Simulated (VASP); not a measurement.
The system is TiMoSe4.

```xyz
6
Lattice="0.0000 4.2713 4.2713 4.2713 0.0000 4.2713 4.2713 4.2713 0.0000" Properties=species:S:1:pos:R:3 pbc="T T T"
Ti    2.1356    2.1356    2.1356
Mo    0.0000    0.0000    0.0000
Se    3.2019    5.3406    3.2019
Se    5.3406    3.2019    3.2019
Se    5.3406    5.3406    5.3406
Se    3.2019    3.2019    5.3406
```

The cell was built from a structure type or drawn by symmetry, and may not be a known phase.

| Property | Result |
| --- | --- |
| Program | VASP 6.6.1 |
| Task | relaxation of cell and atoms |
| Functional | PBE |
| Potentials or basis | VASP PAW PBE potentials, release 64 (Ti_sv, Mo_sv, Se) |
| Cutoff | 600 eV |
| k mesh | 3 × 3 × 3 |
| Occupations | gaussian, width 0.15 eV |
| Spin | collinear spin |
| Starting moments | [1.0, 1.0, 0.0, 0.0, 0.0, 0.0] μB |

At the start: pressure -8.7 GPa; volume 25.97 Å³/atom.

Question: How do energy, volume and symmetry change on relaxing?

Answer: Over 7 steps the energy falls by 241.2 meV/atom and the volume is 19.63 Å³/atom (-24.4 %); space group F-43m (No. 216, to 0.1 Å) before and after; moment 1.03 μB per cell.

The path:
| step | energy change (eV) | largest force (eV/Å) | pressure (GPa) | volume (Å³) |
| --- | --- | --- | --- | --- |
| 1 | 0.0000 | 0.0119 | -8.73 | 155.85 |
| 2 | -1.3846 | 0.0683 | -2.41 | 126.07 |
| 3 | -1.4222 | 0.1010 | -1.55 | 123.01 |
| 4 | -1.4436 | 0.1690 | 0.55 | 117.06 |
| 5 | -1.4457 | 0.1544 | -0.08 | 118.56 |
| 6 | -1.4455 | 0.1613 | 0.19 | 117.88 |
| 7 | -1.4474 | 0.0381 | 0.20 | 117.80 |

Final structure:
```
Ti Mo Se
1.0
     0.00000    3.89076    3.89076
     3.89076    0.00000    3.89076
     3.89076    3.89076    0.00000
Ti Mo Se
1 1 4
Direct
  0.25000 0.25000 0.25000
  0.00000 0.00000 0.00000
  0.62462 0.12615 0.62462
  0.12615 0.62462 0.62462
  0.62462 0.62462 0.62462
  0.62462 0.62462 0.12615
```

Caveat: the k points lie up to 0.47 Å⁻¹ apart in the final cell; the volume moved by over 15 % at a fixed basis, so the end points are rough; the relaxation stopped at a loose force limit of 0.08 eV/Å, so its end isn't a converged minimum.
